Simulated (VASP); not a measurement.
Input of a VASP 6.6.1 run:

INCAR

```
PREC = Accurate
ENCUT = 520
EDIFF = 1E-6
ISMEAR = 0
SIGMA = 0.05
LREAL = F
LASPH = T
NELM = 80
ALGO = Normal
ISIF = 2
LWAVE = F
LCHARG = T
GGA = PE
IVDW = 12
LELF = T
LVHAR = T
NBANDS = 35
```

File KPOINTS:

```
regular mesh
0
Gamma
  12 12 4
```

The input POSCAR:

```
MoS2
1.0
    3.2753000000      0.0000000000      0.0000000000
   -1.6376500000      2.8364930050      0.0000000000
    0.0000000000      0.0000000000     11.8781000000
Mo S
2 4
Direct
    0.6666666667      0.3333333333      0.2501439769
    0.3333333333      0.6666666667      0.7498560231
    0.3333333333      0.6666666667      0.3795985159
    0.6666666667      0.3333333333      0.8793132861
    0.3333333333      0.6666666667      0.1206867139
    0.6666666667      0.3333333333      0.6204014841
```

Potentials or basis: VASP PAW PBE potentials, release 64 (Mo_sv, S).

Command:

```bash
$ cat potpaw_PBE.64/Mo_sv/POTCAR potpaw_PBE.64/S/POTCAR > POTCAR
$ mpirun -np 1 vasp_std > vasp.out
```

(1) Estimate the largest force.

(2) What does it give for the band gap on the k mesh?

(3) Estimate the dispersion energy per atom.

Results:

(1) 0.255 eV/Å.

(2) 0.41 eV (least direct gap 1.33 eV).

(3) -0.411 eV.
